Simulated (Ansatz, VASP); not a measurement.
Two plane-wave programs on Ta

```xyz
2
Lattice="3.2805 0.0000 0.0000 0.0000 3.2805 0.0000 0.0000 0.0000 3.0837" Properties=species:S:1:pos:R:3 pbc="T T T"
Ta    0.0000    0.0000    0.0000
Ta    1.6402    1.6402    1.5418
```

Change from the starting cell: strain along c alone, the other axes held, atoms relaxed: -6.0 %.

Alike in both runs: task single point; functional PBEsol; k mesh 16 × 16 × 16; occupations gaussian, width 0.1 eV; no spin polarisation.

```csv
,VASP,Ansatz
version,VASP 6.6.1,Ansatz 0.2.0
potentials or method,"VASP PAW PBE potentials, release 64 (Ta_pv), cutoff 520 eV","scalar-relativistic, plane waves, PAW"
valence electrons in the cell,22,26
```

|  | VASP | Ansatz | Ansatz less VASP |
| --- | --- | --- | --- |
| gap on the k mesh at the Fermi level (eV) | none | none | - |
| pressure (GPa) | 15.2 | 14.8 | -0.33 |
| traceless stress, the component that is largest in VASP (GPa) | 5.18 | 5.19 | +0.013 |

VASP's potentials were made for PBE, not for PBEsol. A gap of «none» marks a metal or a gap that the smearing closes. With one functional, cell and mesh, what is left measures potentials, basis and numerics. VASP's potentials hold 22 valence electrons a cell and Ansatz's 26, so a difference there can come from the potentials and not from the codes.

Neither program's run includes spin-orbit coupling.
